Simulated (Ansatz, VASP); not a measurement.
## Al3Ni2: VASP beside Ansatz

The input POSCAR:

```
Al3Ni2
1.0
    3.8063852942      0.0000000000      0.0000000000
   -1.9031926471      3.2964263614      0.0000000000
    0.0000000000      0.0000000000      4.7399888559
Al Ni
3 2
Direct
    0.0000000000      0.0000000000      0.0000000000
    0.3333333333      0.6666666667      0.6484376367
    0.6666666667      0.3333333333      0.3515623633
    0.3333333333      0.6666666667      0.1462123372
    0.6666666667      0.3333333333      0.8537876628
```

INCAR.step1

```
SYSTEM = Al3Ni2
ALGO = Normal ; EDIFF = 1E-4
ENCUT = 520 ; GGA = PE
ISMEAR = 0 ; LASPH = .TRUE.
LCHARG = .FALSE. ; LREAL = .FALSE.
LWAVE = .TRUE. ; NBANDS = 22
NELM = 60 ; PREC = Accurate
SIGMA = 0.15
```

The input INCAR.step2:

```
SYSTEM = Al3Ni2
ALGO = Normal ; EDIFF = 1E-7
ENCUT = 520 ; ISIF = 2
ISMEAR = 0 ; ISTART = 1
LASPH = .TRUE. ; LCHARG = .FALSE.
LMIXTAU = .TRUE. ; LREAL = .FALSE.
LWAVE = .FALSE. ; METAGGA = R2SCAN
NBANDS = 22 ; NELM = 60
PREC = Accurate ; SIGMA = 0.15
```

The input KPOINTS:

```
k-points
0
G
  12 12 10
  0 0 0
```

Input for Ansatz:

```yaml
crystal:
  lattice:
    - [3.8063852942, 0.0, 0.0]
    - [-1.9031926471, 3.2964263614, 0.0]
    - [0.0, 0.0, 4.7399888559]
  atoms:
    - { symbol: Al, position: [0.0, 0.0, 0.0] }
    - { symbol: Al, position: [0.3333333333, 0.6666666667, 0.6484376367] }
    - { symbol: Al, position: [0.6666666667, 0.3333333333, 0.3515623633] }
    - { symbol: Ni, position: [0.3333333333, 0.6666666667, 0.1462123372] }
    - { symbol: Ni, position: [0.6666666667, 0.3333333333, 0.8537876628] }
basis:
  ecutwfc: 500
kpoints:
  mp_grid: { grid: [12, 12, 10] }
hamiltonian:
  xc: r2scan
scf:
  occupations: { method: gaussian, width: 0.15 }
output:
  forces: true
  stress: true
  eigenvalues: true
```

Change from the starting cell: strain -0.050 along x and y, -0.025 along z, atoms carried along.

Alike in both runs: task single point; functional r2SCAN; k mesh 12 × 12 × 10; occupations gaussian, width 0.15 eV; no spin polarisation.

|  | VASP | Ansatz |
| --- | --- | --- |
| version | VASP 6.6.1 | Ansatz 0.2.0 |
| potentials or method | VASP PAW PBE potentials, release 64 (Al, Ni), cutoff 520 eV | scalar-relativistic, plane waves, PAW |
| valence electrons in the cell | 29 | 45 |

Ansatz gave:

| Property | Result |
| --- | --- |
| gap on the k mesh at the Fermi level (eV) | none |
| pressure (GPa) | 24.5 |
| traceless stress, the component that is largest in VASP (GPa) | -4.25 |
| rms of the force components (eV/Å) | 0.131 |

**Question.** Estimate VASP's values.

**Answer.** gap on the k mesh at the Fermi level (eV): none; pressure (GPa): 24.1; traceless stress, the component that is largest in VASP (GPa): -4.21; rms of the force components (eV/Å): 0.136.

VASP's potentials were made for PBE, not for r2SCAN. Atom by atom the forces differ by 0.010 eV/Å (rms over components). A gap of «none» marks a metal or a gap that the smearing closes. VASP's potentials hold 29 valence electrons a cell and Ansatz's 45, so a difference there can come from the potentials and not from the codes.
